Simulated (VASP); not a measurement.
Write the native input for VASP 6.6.1 that does the following.

```yaml
Task: single point
Functional: LDA
Potentials_or_basis: VASP PAW LDA potentials, release 64 (Zr_sv)
Cutoff: 520 eV
k_mesh: 13 × 13 × 7
Occupations: fermi-dirac, width 0.03 eV
Spin: no spin polarisation
Dipole_correction: no
Further_INCAR_settings: ALGO = Normal; EDIFF = 1e-06; NBANDS = 19
```

The structure of Zr lies in POSCAR:

```
Zr
1.0
    3.2319982225      0.0161599911      0.0161599911
   -1.6020041484      2.7909125700      0.0059149673
    0.0257350000      0.0257350000      5.1470000000
Zr
2
Direct
    0.3333333333      0.6666666667      0.2500000000
    0.6666666667      0.3333333333      0.7500000000
```

This cell differs from its parent crystal: equal xy, yz and zx shear strains of +1 %.

These files were run (other wordings do the same):

INCAR

```
PREC     = Accurate       # precision mode
ENCUT    = 520            # plane-wave cutoff, eV
EDIFF    = 1E-6           # SCF threshold, eV
ISMEAR   = -1             # smearing method
SIGMA    = 0.03           # smearing width, eV
LREAL    = False          # projectors in reciprocal space
LASPH    = True           # aspherical terms in the spheres
NELM     = 100            # most SCF steps
ALGO     = Normal         # electronic algorithm
ISIF     = 2              # what is computed and relaxed
LWAVE    = False          # write WAVECAR
LCHARG   = False          # write CHGCAR
NBANDS   = 19             # bands
```

KPOINTS

```
Automatic mesh
0
Gamma
  13 13 7
```

Potentials or basis: VASP PAW LDA potentials, release 64 (Zr_sv).

The run is started by

```bash
$ cat potpaw_LDA.64/Zr_sv/POTCAR > POTCAR
$ mpirun -np 1 vasp_std > vasp.out
```

It gave:

```
Pressure               : -6.0 GPa
Largest force          : 0.016 eV/Å
Band gap on the k mesh : zero (bands 12 and 13 overlap by 1.15 eV)
```

Caveat: the cell differs from its parent crystal (equal xy, yz and zx shear strains of +1 %); the cell stands under tension.

Run time: 5.3 min on 1 thread of Intel(R) Xeon(R) Platinum 8488C (Sapphire Rapids) (shared host), peak memory 0.48 GiB.
